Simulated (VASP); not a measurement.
# CdS (rocksalt type) (Fm-3m) in VASP: notebook

CdS (rocksalt type) is run at these levels: LDA; tasks: single point.

All numbers are computed with VASP 6.6.1; they aren't measurements. Logs are shortened: lines on timing, memory, paths and dates and some standing lists are left out, and cuts for length are marked.

## (1) The cell of the first run

Symmetry: Fm-3m, No. 225, cubic system. Conventional cell: a = 5.230 Å, b = 5.230 Å, c = 5.230 Å, α = 90.00°, β = 90.00°, γ = 90.00°. Cd (site symmetry m-3m) has 6 S at 2.62 Å within 3.4 Å. Within 3.4 Å of S (site symmetry m-3m) lie 6 Cd at 2.62 Å.

## (2) Single point, LDA (17.89 Å³/atom)

INCAR reads:

```
PREC = Accurate
ENCUT = 520
EDIFF = 1E-6
ISMEAR = -1
SIGMA = 0.05
LREAL = F
LASPH = T
NELM = 80
ALGO = Normal
ISIF = 2
LWAVE = F
LCHARG = T
GGA = CA
LELF = T
LVHAR = T
NBANDS = 16
```

KPOINTS reads:

```
regular mesh
0
Gamma
  14 14 14
```

POSCAR reads:

```
CdS
1.0
    0.0000000000      2.6152276361      2.6152276361
    2.6152276361      0.0000000000      2.6152276361
    2.6152276361      2.6152276361      0.0000000000
Cd S
1 1
Direct
    0.0000000000      0.0000000000      0.0000000000
    0.5000000000      0.5000000000      0.5000000000
```

Potentials or basis: VASP PAW LDA potentials, release 64 (Cd, S).

Run with:

```
$ cat potpaw_LDA.64/Cd/POTCAR potpaw_LDA.64/S/POTCAR > POTCAR
$ mpirun -np 1 vasp_std > vasp.out
```

OUTCAR:

```text
PREC = Accurate
   ENCUT = 520
   EDIFF = 1E-6
   ISMEAR = -1
   LREAL = F
   LASPH = T
   NELM = 80
   ISIF = 2
   GGA = CA

 ion  position               nearest neighbor table
   1  0.000  0.000  0.000-   2 2.62   2 2.62   2 2.62   2 2.62   2 2.62   2 2.62
   2  0.500  0.500  0.500-   1 2.62   1 2.62   1 2.62   1 2.62   1 2.62   1 2.62

  LATTYP: Found a face centered cubic cell.
 ALAT       =     5.2304552722

  Lattice vectors:

 A1 = (   0.0000000000,   2.6152276361,   2.6152276361)
 A2 = (   2.6152276361,   0.0000000000,   2.6152276361)
 A3 = (   2.6152276361,   2.6152276361,   0.0000000000)

Analysis of symmetry for initial positions (statically):
=====================================================================
 Subroutine PRICEL returns:
 Original cell was already a primitive cell.

 Routine SETGRP: Setting up the symmetry group for a
 face centered cubic supercell.

 Subroutine GETGRP returns: Found 48 space group operations
 (whereof 48 operations were pure point group operations)
 out of a pool of 48 trial point group operations.

The static configuration has the point symmetry O_h .

Analysis of symmetry for dynamics (positions and initial velocities):
=====================================================================
 Subroutine PRICEL returns:
 Original cell was already a primitive cell.

 Routine SETGRP: Setting up the symmetry group for a
 face centered cubic supercell.

 Subroutine GETGRP returns: Found 48 space group operations
 (whereof 48 operations were pure point group operations)
 out of a pool of 48 trial point group operations.

The dynamic configuration has the point symmetry O_h .

 Subroutine INISYM returns: Found 48 space group operations
 (whereof 48 operations are pure point group operations),
 and found     1 'primitive' translations

----------------------------------------------------------------------------------------

                                     Primitive cell

  volume of cell :      35.7733

  direct lattice vectors                    reciprocal lattice vectors
     0.000000000  2.615227636  2.615227636    -0.191187946  0.191187946  0.191187946
     2.615227636  0.000000000  2.615227636     0.191187946 -0.191187946  0.191187946
     2.615227636  2.615227636  0.000000000     0.191187946  0.191187946 -0.191187946

  length of vectors
     3.698490392  3.698490392  3.698490392     0.331147236  0.331147236  0.331147236

  position of ions in fractional coordinates (direct lattice)
     0.000000000  0.000000000  0.000000000
     0.500000000  0.500000000  0.500000000

  ion indices of the primitive-cell ions
   primitive index   ion index
                 1           1
                 2           2

----------------------------------------------------------------------------------------

 KPOINTS: regular mesh

Automatic generation of k-mesh.
 Grid dimensions read from file:
 generate k-points for:   14   14   14

 Generating k-lattice:

  Cartesian coordinates                     Fractional coordinates (reciprocal lattice)
    -0.013656282  0.013656282  0.013656282     0.071428571  0.000000000  0.000000000
     0.013656282 -0.013656282  0.013656282     0.000000000  0.071428571  0.000000000
     0.013656282  0.013656282 -0.013656282     0.000000000  0.000000000  0.071428571

  Length of vectors
     0.023653374  0.023653374  0.023653374

  Shift w.r.t. Gamma in fractional coordinates (k-lattice)
     0.000000000  0.000000000  0.000000000

 Subroutine IBZKPT returns following result:
 ===========================================

 Found    104 irreducible k-points:

 Following reciprocal coordinates:
            Coordinates               Weight
  0.000000  0.000000  0.000000      1.000000
  0.071429  0.000000  0.000000      8.000000
  0.142857  0.000000  0.000000      8.000000
  0.214286  0.000000  0.000000      8.000000
  0.285714  0.000000  0.000000      8.000000
  0.357143  0.000000  0.000000      8.000000
[... 16 lines left out ...]
  0.214286  0.142857  0.000000     24.000000
  0.285714  0.142857  0.000000     24.000000
 [... further k-points ...]
   k-points           NKPTS =    104   k-points in BZ     NKDIM =    104   number of bands    NBANDS=     16
   number of dos      NEDOS =    301   number of ions     NIONS =      2
   total plane-waves  NPLWV =  21952
   dimension x,y,z NGX =    28 NGY =   28 NGZ =   28
   dimension x,y,z NGXF=    56 NGYF=   56 NGZF=   56
   ions per type =               1   1
   NGX,Y,Z   is equivalent  to a cutoff of  12.59, 12.59, 12.59 a.u.
   NGXF,Y,Z  is equivalent  to a cutoff of  25.17, 25.17, 25.17 a.u.
 SYSTEM =  unknown system
   PREC   = accura    normal or accurate (medium, high low for compatibility)
   ISTART =      0    job   : 0-new  1-cont  2-samecut
   ICHARG =      2    charge: 1-file 2-atom 10-const
   ISPIN  =      1    spin polarized calculation?
   LNONCOLLINEAR =      F non collinear calculations
   LSORBIT =      F    spin-orbit coupling
   LASPH  =      T    aspherical Exc in radial PAW
   ENCUT  =  520.0 eV  38.22 Ry    6.18 a.u.   6.88  6.88  6.88*2*pi/ulx,y,z
   NELM   =     80;   NELMIN=  2; NELMDL= -5     # of ELM steps
   EDIFF  = 0.1E-05   stopping-criterion for ELM
   LREAL  =      F    real-space projection
[... 7 lines left out ...]
   TEBEG  =    0.0;   TEEND  =   0.0 temperature during run
   PSTRESS=    0.0 pullay stress
   NELECT =      18.0000    total number of electrons
   NUPDOWN=      -1.0000    fix difference up-down
   EMIN   =  10.00;   EMAX   =-10.00  energy-range for DOS
   EFERMI =   0.00;   METHOD = LEGACY
   ISMEAR =    -1;   SIGMA  =   0.05  broadening in eV -4-tet -1-fermi 0-gaus
   EFERMI_NEDOS =   21; number of points for ismear=-14 and -15
   IALGO  =     38    algorithm
   IMIX   =      4    mixing-type and parameters
     AMIX     =   0.40;   BMIX     =  1.00
     AMIX_MAG =   1.60;   BMIX_MAG =  1.00
  volume/ion in A,a.u.               =      17.89       120.70
  Fermi-wavevector in a.u.,A,eV,Ry     =   1.302105  2.460623 23.068388  1.695479
  Thomas-Fermi vector in A             =   2.433195
   LORBIT       =      0    0 simple, 1 ext, 2 COOP (PROOUT), +10 PAW based schemes
   GGA     = CA    functional components
   LHFCALC =     F    Hartree Fock is set to
   AEXX    =    0.0000 exact exchange contribution
   IVDW    =     0    specifies the selected vdW correction
   LEPSILON=     F    determine dielectric tensor
   LRPA    =     F    only Hartree local field effects (RPA)
 non-spin polarized calculation
  energy-cutoff  :      520.00
  volume of cell :       35.77
 maximum number of plane-waves:       982
   NGX = 13   NGY = 13   NGZ = 13

 number of electron      17.9999995 magnetization

 Free energy of the ion-electron system (eV)
  ---------------------------------------------------
  ext. energy  EPLUGINS =         0.00000000
  ---------------------------------------------------
  free energy    TOTEN  =        -7.20867252 eV

  energy without entropy =       -7.20769421  energy(sigma->0) =       -7.20818337

 E-fermi :   4.3861     XC(G=0): -11.4191

 val. band max:        4.2515701876   @ k =   0.5000   0.0000   0.0000
 cond. band min:       4.4654702817   @ k =   0.4286   0.4286   0.0000
 fundamental gap:      0.2139000941
 Fermi energy:         4.3860539574

 k-point     1 :       0.0000    0.0000    0.0000
  band No.  band energies     occupation
      1      -9.6294      2.00000
      2      -3.8255      2.00000
      3      -3.8255      2.00000
      4      -3.8203      2.00000
      5      -3.8203      2.00000
      6      -3.8203      2.00000
[... 8 lines left out ...]
     15      16.2851      0.00000
     16      16.2851      0.00000

 k-point     2 :       0.0714    0.0000    0.0000
  band No.  band energies     occupation
      1      -9.5722      2.00000
      2      -3.8497      2.00000
      3      -3.8497      2.00000
      4      -3.8292      2.00000
      5      -3.8062      2.00000
      6      -3.8062      2.00000
[... 8 lines left out ...]
     15      15.2757      0.00000
     16      15.6381      0.00000

 k-point     3 :       0.1429    0.0000    0.0000
  band No.  band energies     occupation
      1      -9.4050      2.00000
      2      -3.9180      2.00000
      3      -3.9180      2.00000
      4      -3.8583      2.00000
      5      -3.7642      2.00000
      6      -3.7642      2.00000
[... 8 lines left out ...]
     15      14.6911      0.00000
     16      15.6002      0.00000

 k-point     4 :       0.2143    0.0000    0.0000
  band No.  band energies     occupation
      1      -9.1420      2.00000
      2      -4.0133      2.00000
      3      -4.0133      2.00000
      4      -3.9148      2.00000
      5      -3.7028      2.00000
      6      -3.7028      2.00000
[... 8 lines left out ...]
     15      14.9176      0.00000
     16      15.4418      0.00000

 k-point     5 :       0.2857    0.0000    0.0000
  band No.  band energies     occupation
      1      -8.8112      2.00000
      2      -4.1148      2.00000
      3      -4.1148      2.00000
      4      -4.0102      2.00000
      5      -3.6333      2.00000
      6      -3.6333      2.00000
[... 8 lines left out ...]
     15      15.5087      0.00000
     16      15.5087      0.00000

 k-point     6 :       0.3571    0.0000    0.0000
  band No.  band energies     occupation
      1      -8.4630      2.00000
      2      -4.2028      2.00000
      3      -4.2028      2.00000
      4      -4.1487      2.00000
      5      -3.5695      2.00000
      6      -3.5695      2.00000
[... 8 lines left out ...]
     15      16.2641      0.00000
     16      16.2641      0.00000
[... 267 lines left out ...]
 k-point    21 :      -0.0714    0.0714    0.0000
  band No.  band energies     occupation
      1      -9.4792      2.00000
      2      -3.9045      2.00000
      3      -3.8722      2.00000
      4      -3.8423      2.00000
      5      -3.7968      2.00000
      6      -3.7690      2.00000
[... 8 lines left out ...]
     15      15.4322      0.00000
     16      16.0974      0.00000

 k-point    22 :       0.1429    0.1429    0.0000
  band No.  band energies     occupation
      1      -9.3442      2.00000
      2      -4.0174      2.00000
      3      -3.8679      2.00000
      4      -3.7951      2.00000
      5      -3.7678      2.00000
      6      -3.7678      2.00000
[... 8 lines left out ...]
     15      17.1108      0.00000
     16      17.5783      0.00000

 k-point    23 :       0.2143    0.1429    0.0000
  band No.  band energies     occupation
      1      -9.1677      2.00000
      2      -4.0904      2.00000
      3      -3.8937      2.00000
      4      -3.8358      2.00000
      5      -3.7328      2.00000
      6      -3.7002      2.00000
[... 8 lines left out ...]
     15      16.7741      0.00000
     16      17.6069      0.00000

 k-point    24 :       0.2857    0.1429    0.0000
  band No.  band energies     occupation
      1      -8.9162      2.00000
      2      -4.1554      2.00000
      3      -3.9289      2.00000
      4      -3.9160      2.00000
      5      -3.6822      2.00000
      6      -3.6220      2.00000
[... 8 lines left out ...]
     15      16.8099      0.00000
     16      17.4120      0.00000

 [... further k-points ...]

------------------------ aborting loop because EDIFF is reached ----------------------------------------

  FORCE on cell =-STRESS in cart. coord.  units (eV):
  Direction    XX          YY          ZZ          XY          YZ          ZX
  --------------------------------------------------------------------------------------
  -------------------------------------------------------------------------------------
  Total        1.7011481      1.7011481      1.7011481      0.0000000      0.0000000      0.0000000
  in kB       76.1893427     76.1893427     76.1893427      0.0000000      0.0000000      0.0000000
  external PRESSURE =      76.1893427 kB  Pullay stress =       0.0000000 kB

 VOLUME and BASIS-vectors are now :
 -----------------------------------------------------------------------------
  energy-cutoff  :      520.00
  volume of cell :       35.77
      direct lattice vectors                 reciprocal lattice vectors
     0.000000000  2.615227636  2.615227636    -0.191187946  0.191187946  0.191187946
     2.615227636  0.000000000  2.615227636     0.191187946 -0.191187946  0.191187946
     2.615227636  2.615227636  0.000000000     0.191187946  0.191187946 -0.191187946

 POSITION                                       TOTAL-FORCE (eV/Angst)
 -----------------------------------------------------------------------------------
      0.00000      0.00000      0.00000         0.000000      0.000000      0.000000
      2.61523      2.61523      2.61523         0.000000      0.000000     -0.000000
 -----------------------------------------------------------------------------------
    total drift:                                0.000000      0.000000      0.000000

  FREE ENERGIE OF THE ION-ELECTRON SYSTEM (eV)
  ---------------------------------------------------
  free  energy   TOTEN  =        -7.2086725227 eV

  energy  without entropy=       -7.2076942096  energy(sigma->0) =       -7.20818337
```

Wall time 89 s (1 thread of Intel Xeon 8259CL, shared host); peak memory 0.18 GiB.

What came out:

```yaml
Free_energy: -7.2087 eV
Pressure: 7.6 GPa
Band_gap_on_the_k_mesh: zero (bands 9 and 10 overlap by 0.05 eV)
```

Caveat: the cell stands under pressure; semilocal functionals underestimate gaps, so a narrow gap can read as zero.

## (3) Single point, LDA

This run uses another cell than the first one, of 19.03 Å³/atom.

INCAR reads:

```
SYSTEM = CdS
PREC     = Accurate       ! precision mode
ENCUT    = 520            ! plane-wave cutoff, eV
EDIFF    = 1E-7           ! SCF threshold, eV
ISMEAR   = -1             ! smearing method
SIGMA    = 0.05           ! smearing width, eV
LREAL    = .False.        ! projectors in reciprocal space
LASPH    = .True.         ! aspherical terms in the spheres
NELM     = 80             ! most SCF steps
ALGO     = Normal         ! electronic algorithm
ISIF     = 2              ! what is computed and relaxed
LWAVE    = .False.        ! write WAVECAR
LCHARG   = .False.        ! write CHGCAR
GGA      = CA             ! functional
NBANDS   = 16             ! bands
```

KPOINTS reads:

```
Automatic mesh
0
Gamma
  14 14 14
  0 0 0
```

POSCAR reads:

```
CdS
1.0
    0.0000000000      2.6697271560      2.6697271560
    2.6697271560      0.0000000000      2.6697271560
    2.6697271560      2.6697271560      0.0000000000
Cd S
1 1
Direct
    0.0000000000      0.0000000000      0.0000000000
    0.5000000000      0.5000000000      0.5000000000
```

Potentials or basis: VASP PAW LDA potentials, release 64 (Cd, S).

Run with:

```
$ cat potpaw_LDA.64/Cd/POTCAR potpaw_LDA.64/S/POTCAR > POTCAR
$ mpirun -np 1 vasp_std > vasp.out
```

It took 82 s on 1 thread of Intel Xeon 8259CL, shared host; peak memory 0.18 GiB.

Results (log left out):

| Item | Value |
| --- | --- |
| Free energy | -7.2661 eV |
| Pressure | 0.8 GPa |
| Band gap on the k mesh | zero (bands 9 and 10 overlap by 0.02 eV) |

Levels at points of the mesh, in eV from the Fermi level:
| k point | band 7 | band 8 | band 9 | band 10 | band 11 | band 12 |
| --- | --- | --- | --- | --- | --- | --- |
| (0.00, 0.00, 0.00) | -1.08 | -1.08 | -1.08 | 0.87 | 9.02 | 9.02 |
| (0.50, 0.00, 0.00) | -5.45 | -0.15 | -0.15 | 3.09 | 5.50 | 5.50 |
| (0.50, 0.50, 0.00) | -5.00 | -2.65 | -2.65 | -0.17 | 5.66 | 9.98 |

Caveat: semilocal functionals underestimate gaps, so a narrow gap can read as zero.

## (4) Single point, LDA

This run uses another cell than the first one, of 19.03 Å³/atom.

INCAR reads:

```
SYSTEM = CdS
PREC = Accurate
ENCUT = 520
EDIFF = 1E-6
ISMEAR = -1
SIGMA = 0.05
LREAL = .FALSE.
LASPH = .TRUE.
NELM = 80
ALGO = Normal
ISIF = 2
LWAVE = .FALSE.
LCHARG = .FALSE.
NBANDS = 16
```

KPOINTS reads:

```
Automatic mesh
0
G
  14 14 14
  0 0 0
```

POSCAR is that of step 3.

Run with:

```
$ cat potpaw_LDA.64/Cd/POTCAR potpaw_LDA.64/S/POTCAR > POTCAR
$ mpirun -np 1 vasp_std > vasp.out
```

Run time: 89 s. Hardware: 1 thread of Intel Xeon 8259CL, shared host; peak memory 0.19 GiB.

The run converged. Its results:

```
Free energy            : -7.2661 eV
Pressure               : 0.7 GPa
Band gap on the k mesh : zero (bands 9 and 10 overlap by 0.02 eV)
```

Levels at points of the mesh, in eV from the Fermi level:
```tsv
k point	band 5	band 6	band 7	band 8	band 9	band 10	band 11	band 12	band 13	band 14
(0.00, 0.00, 0.00)	-8.01	-8.01	-1.08	-1.08	-1.08	0.87	9.02	9.02	9.02	10.90
(0.50, 0.00, 0.00)	-7.74	-7.74	-5.45	-0.15	-0.15	3.08	5.50	5.50	7.09	12.23
(0.50, 0.50, 0.00)	-7.66	-6.81	-5.00	-2.65	-2.65	-0.17	5.66	9.98	11.41	11.41
```

Caveat: semilocal functionals underestimate gaps, so a narrow gap can read as zero.
